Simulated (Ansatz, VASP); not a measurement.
# One calculation of Ni3Ge, two programs

```
Ni Ge
1.0
     3.52491    0.00000    0.00000
     0.00000    3.52491    0.00000
     0.00000    0.00000    3.52491
Ni Ge
3 1
Cartesian
  1.7625 0.0000 1.7625
  0.0000 1.7625 1.7625
  1.7625 1.7625 0.0000
  0.0000 0.0000 0.0000
```

Alike in both runs: task single point; functional PBEsol; k mesh 14 × 14 × 14; occupations gaussian, width 0.15 eV; no spin polarisation.

|  | VASP | Ansatz |
| --- | --- | --- |
| version | VASP 6.6.1 | Ansatz 0.2.0 |
| potentials or method | VASP PAW PBE potentials, release 64 (Ni, Ge_d), cutoff 520 eV | scalar-relativistic, plane waves, PAW |
| valence electrons in the cell | 44 | 68 |

VASP gave:

* gap on the k mesh at the Fermi level (eV): none
* pressure (GPa): 0.3

Question: What did Ansatz give for the same quantities?

Answer: gap on the k mesh at the Fermi level (eV): none; pressure (GPa): 0.0.

VASP's potentials were made for PBE, not for PBEsol. A gap of «none» marks a metal or a gap that the smearing closes. VASP's potentials hold 44 valence electrons a cell and Ansatz's 68, so a difference there can come from the potentials and not from the codes.
